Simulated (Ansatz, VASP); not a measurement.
# One calculation of AlN, two programs

INCAR

```
ALGO = Normal
EDIFF = 1E-7
ENCUT = 520
GGA = PE
ISIF = 2
ISMEAR = 0
LASPH = True
LCHARG = False
LREAL = False
LWAVE = False
NBANDS = 16
NELM = 80
PREC = Accurate
SIGMA = 0.05
```

The input KPOINTS:

```
k-points
0
Gamma
  12 12 6
```

Contents of POSCAR:

```
AlN
1.0
    3.1110021516      0.0000000000      0.0000000000
   -1.5555010758      2.6942068945     -0.0673551724
    0.0000000000     -0.1244500000      4.9780000000
Al N
2 2
Direct
    0.3333333333      0.6666666667      0.0000000000
    0.6666666667      0.3333333333      0.5000000000
    0.3333333333      0.6666666667      0.3850000000
    0.6666666667      0.3333333333      0.8850000000
```

Input for Ansatz:

```yaml
crystal:
  lattice:
    - [3.1110021516, 0.0, 0.0]
    - [-1.5555010758, 2.6942068945, -0.0673551724]
    - [0.0, -0.12445, 4.978]
  atoms:
    - { symbol: Al, position: [0.3333333333, 0.6666666667, 0.0] }
    - { symbol: Al, position: [0.6666666667, 0.3333333333, 0.5] }
    - { symbol: "N", position: [0.3333333333, 0.6666666667, 0.385] }
    - { symbol: "N", position: [0.6666666667, 0.3333333333, 0.885] }
basis:
  ecutwfc: 420
kpoints:
  mp_grid: { grid: [12, 12, 6] }
hamiltonian:
  xc: pbe
scf:
  occupations: { method: gaussian, width: 0.05 }
output:
  forces: true
  stress: true
  eigenvalues: true
  write_density: true
  write_potential: true
  elf: true
  volumetric_format: npy
```

Change from the starting cell: strain -0.0500 x Voigt [0, 0, 0, 1, 0, 0], atoms carried along.

Alike in both runs: task single point; functional PBE; k mesh 12 × 12 × 6; occupations gaussian, width 0.05 eV; no spin polarisation.

|  | VASP | Ansatz |
| --- | --- | --- |
| version | VASP 6.6.1 | Ansatz 0.2.0 |
| potentials or method | VASP PAW PBE potentials, release 64 (Al, N), cutoff 520 eV | scalar-relativistic, plane waves, PAW |
| valence electrons in the cell | 16 | 16 |

```csv
,VASP,Ansatz,Ansatz less VASP
gap on the k mesh at the Fermi level (eV),4.08,4.07,-0.010
least direct gap on the mesh (eV),4.08,4.07,-0.010
pressure (GPa),4.0,4.2,+0.26
"traceless stress, the component that is largest in VASP (GPa)",6.47,6.43,-0.039
rms of the force components (eV/Å),0.195,0.194,-0.0010
```

Atom by atom the forces differ by 0.001 eV/Å (rms over components).
